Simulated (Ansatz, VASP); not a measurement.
# Hf5H: VASP beside Ansatz

The input INCAR:

```
  ALGO = Normal
  DIPOL = 0.5 0.5 0.313
  EDIFF = 1E-6
  ENCUT = 520
  GGA = PE
  IDIPOL = 3
  ISIF = 2
  ISMEAR = 0
  IVDW = 12
  LASPH = True
  LCHARG = True
  LDIPOL = True
  LELF = True
  LREAL = False
  LVACPOTAV = True
  LVHAR = True
  LWAVE = False
  NBANDS = 34
  NELM = 60
  PREC = Accurate
  SIGMA = 0.1
```

File KPOINTS:

```
k-points
0
Gamma
  6 6 1
```

The input POSCAR:

```
Hf5H
1.0
    4.9564149667      0.0000000000      0.0000000000
   -2.4782074834      4.2923812729      0.0000000000
    0.0000000000      0.0000000000     21.1328376004
Hf H
5 1
Direct
    0.6666666667      0.3333333333      0.1892788879
    0.3333333333      0.6666666667      0.2371533849
    0.0000000000      0.0000000000      0.2763383880
    0.6666666667      0.3333333333      0.3164267596
    0.3333333333      0.6666666667      0.3706476976
    0.6666666667      1.3333333333      0.4889470026
```

Input for Ansatz:

```yaml
crystal:
  lattice:
    - [4.9564149667, 0.0, 0.0]
    - [-2.4782074834, 4.2923812729, 0.0]
    - [0.0, 0.0, 21.1328376004]
  atoms:
    - { symbol: Hf, position: [0.6666666667, 0.3333333333, 0.1892788879] }
    - { symbol: Hf, position: [0.3333333333, 0.6666666667, 0.2371533849] }
    - { symbol: Hf, position: [0.0, 0.0, 0.276338388] }
    - { symbol: Hf, position: [0.6666666667, 0.3333333333, 0.3164267596] }
    - { symbol: Hf, position: [0.3333333333, 0.6666666667, 0.3706476976] }
    - { symbol: H, position: [0.6666666667, 1.3333333333, 0.4889470026] }
basis:
  ecutwfc: 420
kpoints:
  mp_grid: { grid: [6, 6, 1] }
hamiltonian:
  xc: pbe
  dispersion: d3bj
scf:
  occupations: { method: gaussian, width: 0.1 }
output:
  forces: true
  eigenvalues: true
efield:
  axis: 3
  dipole_correction: true
  ramp_width: 0.04
```

Alike in both runs: task single point; functional PBE; dispersion D3(BJ); k mesh 6 × 6 × 1; occupations gaussian, width 0.1 eV; no spin polarisation.

```csv
,VASP,Ansatz
version,VASP 6.6.1,Ansatz 0.2.0
potentials or method,"VASP PAW PBE potentials, release 64 (Hf_pv, H), cutoff 520 eV","scalar-relativistic, plane waves, PAW"
valence electrons in the cell,51,131
```

Ansatz gave:

| Item | Value |
| --- | --- |
| gap on the k mesh at the Fermi level (eV) | none |
| rms of the force components (eV/Å) | 0.574 |
| work function, face that differs most (eV) | 6.09 |

Question: Which values does VASP return?

Answer: gap on the k mesh at the Fermi level (eV): none; rms of the force components (eV/Å): 0.556; work function, face that differs most (eV): 6.09.

Atom by atom the forces differ by 0.034 eV/Å (rms over components). A gap of «none» marks a metal or a gap that the smearing closes. VASP's potentials hold 51 valence electrons a cell and Ansatz's 131, so a difference there can come from the potentials and not from the codes.

Neither program's run includes spin-orbit coupling.
